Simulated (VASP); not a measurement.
**Br: single point with PBE**

The system is Br.

```
CELL_PARAMETERS angstrom
-1.88059 1.88059 1.88059
1.88059 -1.88059 1.88059
1.88059 1.88059 -1.88059
ATOMIC_POSITIONS crystal
Br 0.00000 0.00000 0.00000
```

```json
{
  "Program": "VASP 6.6.1",
  "Task": "single point",
  "Functional": "PBE",
  "Potentials or basis": "VASP PAW PBE potentials, release 64 (Br)",
  "Cutoff": "520 eV",
  "k mesh": "16 × 16 × 16",
  "Occupations": "methfessel-paxton, width 0.02 eV",
  "Spin": "no spin polarisation",
  "Dipole correction": "no",
  "Further INCAR settings": "ALGO = Normal; EDIFF = 1e-07; NBANDS = 10"
}
```

```json
{"Pressure": "0.0 GPa"}
```

Levels at points of the mesh, in eV from the Fermi level:
```tsv
k point	band 2	band 3	band 4	band 5	band 6	band 7
(0.00, 0.00, 0.00)	0.71	0.71	0.71	7.80	12.66	12.66
(0.50, 0.00, 0.00)	-4.50	-0.79	0.45	7.55	9.65	16.04
(0.50, 0.50, 0.50)	-2.57	-2.57	-2.57	6.43	6.43	19.84
```

Run time: 24 s on 1 thread of Intel Xeon 8259CL, with other jobs on the host, peak memory 0.16 GiB.

Caveat: an odd number of electrons without spin polarisation forces a metal; a magnetic or distorted state may lie lower.
